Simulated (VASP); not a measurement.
W:

```
W
1.0
    -1.58500    1.58500    1.58500
     1.58500   -1.58500    1.58500
     1.58500    1.58500   -1.58500
W
1
Cartesian
  0.0000 0.0000 0.0000
```

| Item | Value |
| --- | --- |
| Program | VASP 6.6.1 |
| Task | relaxation of cell and atoms |
| Functional | PBEsol |
| Potentials or basis | VASP PAW PBE potentials, release 64 (W_sv) |
| Cutoff | 600 eV |
| k mesh | 48 × 48 × 48 |
| Occupations | gaussian, width 0.1 eV |
| Spin | no spin polarisation |

At the start: pressure -4.0 GPa; volume 15.93 Å³/atom.

Problem. How do energy, volume and symmetry change on relaxing?

Solution. Over 8 steps the energy falls by 2.6 meV/atom and the volume is 15.72 Å³/atom (-1.3 %); space group Im-3m (No. 229, to 0.1 Å) before and after.

The path:
```csv
step,energy change (eV),largest force (eV/Å),pressure (GPa),volume (Å³)
1,0.0000,0.0000,-4.00,15.93
2,0.0312,0.0000,16.18,15.03
3,-0.0026,0.0000,-0.09,15.73
4,-0.0026,0.0000,-0.05,15.72
5,-0.0026,0.0000,0.05,15.72
6,-0.0026,0.0000,-0.04,15.73
7,-0.0026,0.0000,-0.04,15.72
8,-0.0026,0.0000,0.02,15.72
```

Final structure:
```xyz
1
Lattice="-1.5782 1.5782 1.5782 1.5782 -1.5782 1.5782 1.5782 1.5782 -1.5782" Properties=species:S:1:pos:R:3 pbc="T T T"
W     0.0000    0.0000    0.0000
```

Caveat: the PAW data sets were made with another functional, which shifts forces and pressure a little.
